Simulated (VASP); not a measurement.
Here is a VASP 6.6.1 calculation.

INCAR

```
SYSTEM = KRb
PREC = Accurate ; ENCUT = 520
EDIFF = 1E-6 ; ISMEAR = -1
SIGMA = 0.15 ; LREAL = .False.
LASPH = .True. ; NELM = 60
ALGO = Fast ; ISIF = 2
LWAVE = .False. ; LCHARG = .True.
GGA = PS ; LELF = .True.
LVHAR = .True. ; NBANDS = 16
```

The input KPOINTS:

```
Automatic mesh
0
Gamma
  10 10 6
  0 0 0
```

File POSCAR:

```
KRb
1.0
    4.8256355421      0.0000000000      0.0000000000
    0.0000000000      4.8256355421      0.0000000000
    0.0000000000      0.0000000000      6.8093836459
K Rb
1 1
Direct
    0.0000000000      0.0000000000      0.0000000000
    0.5000000000      0.5000000000      0.5000000000
```

Potentials or basis: VASP PAW PBE potentials, release 64 (K_sv, Rb_sv).

Run with:

```sh
$ cat potpaw_PBE.64/K_sv/POTCAR potpaw_PBE.64/Rb_sv/POTCAR > POTCAR
$ mpirun -np 1 vasp_std > vasp.out
```

(1) What does it give for the pressure?

(2) Predict the band gap on the k mesh.

Results:

(1) 0.0 GPa.

(2) zero (band 9 reaches 1.04 eV, above the bottom of band 10 at -1.16 eV).

Caveat: the PAW data sets were made with another functional, which shifts forces and pressure a little.
